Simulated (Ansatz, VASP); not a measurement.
# One calculation of NbSnTe4, two programs

```
Nb Sn Te
1.0
     3.36769    0.00000    0.00000
     0.00000    3.36769    0.00000
     0.00000    0.00000   16.64153
Nb Sn Te
1 1 4
Direct
  0.00000 0.00000 0.00000
  0.00000 0.00000 0.50000
  0.50000 0.50000 0.35423
  0.50000 0.50000 0.89630
  0.50000 0.50000 0.10370
  0.50000 0.50000 0.64577
```

Change from the starting cell: species swapped into the MnFeSi4 type (P4/mmm, No. 123).

Alike in both runs: functional PBE; k mesh 12 × 12 × 4; occupations gaussian, width 0.1 eV; no spin polarisation.

Ansatz relaxed the structure, and its values are those at the end. VASP's run is a single point on that final structure, the one shown.

|  | VASP | Ansatz |
| --- | --- | --- |
| version | VASP 6.6.1 | Ansatz 0.2.0 |
| potentials or method | VASP PAW PBE potentials, release 64 (Nb_sv, Sn_d, Te), cutoff 520 eV | scalar-relativistic, plane waves, PAW |
| valence electrons in the cell | 51 | 91 |

Ansatz gave:

| Quantity | Value |
| --- | --- |
| gap on the k mesh at the Fermi level (eV) | none |
| pressure (GPa) | 0.0 |
| rms of the force components (eV/Å) | 0.003 |

**Question.** Which values does VASP return?

**Answer.** gap on the k mesh at the Fermi level (eV): none; pressure (GPa): 0.0; rms of the force components (eV/Å): 0.004.

A gap of «none» marks a metal or a gap that the smearing closes. VASP's potentials hold 51 valence electrons a cell and Ansatz's 91, so a difference there can come from the potentials and not from the codes.

Neither program's run includes spin-orbit coupling.
